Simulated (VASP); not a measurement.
Input of a VASP 6.6.1 run:

File POSCAR:

```
Nb
1.0
   -1.6522873185      1.6522873185      1.6522873185
    1.6522873185     -1.6522873185      1.6522873185
    3.3045746370      3.3045746370      0.0000000000
Nb
2
Direct
    0.0000000000      0.0000000000      0.0000000000
    0.5000000000      0.5000000000      0.5000000000
```

File INCAR.step1:

```
PREC = Accurate ; ENCUT = 520
ISMEAR = -1 ; SIGMA = 0.05
LREAL = F ; LASPH = T
NELM = 80 ; NBANDS = 20
GGA = PE ; ALGO = Normal
EDIFF = 1E-4 ; LWAVE = T
LCHARG = F
```

INCAR.step2

```
PREC = Accurate ; ENCUT = 520
EDIFF = 1E-7 ; ISMEAR = -1
SIGMA = 0.05 ; LREAL = F
LASPH = T ; NELM = 80
ALGO = Normal ; ISIF = 2
LWAVE = F ; LCHARG = T
METAGGA = R2SCAN ; LMIXTAU = T
LELF = T ; LVHAR = T
NBANDS = 20 ; ISTART = 1
```

File KPOINTS:

```
Automatic mesh
0
Gamma
  15 15 9
```

Potentials or basis: VASP PAW PBE potentials, release 64 (Nb_sv).

The run is started by

```bash
$ cat potpaw_PBE.64/Nb_sv/POTCAR > POTCAR
$ cp INCAR.step1 INCAR
$ mpirun -np 1 vasp_std > vasp.out
$ cp INCAR.step2 INCAR
$ mpirun -np 1 vasp_std > vasp.out
```

Question: What does it give for the pressure?

Answer: -0.3 GPa.

Question: Estimate the band gap on the k mesh.

Answer: Zero (band 13 reaches 13.22 eV, above the bottom of band 14 at 9.97 eV).

Caveat: the PAW data sets were made with another functional, which shifts forces and pressure a little.
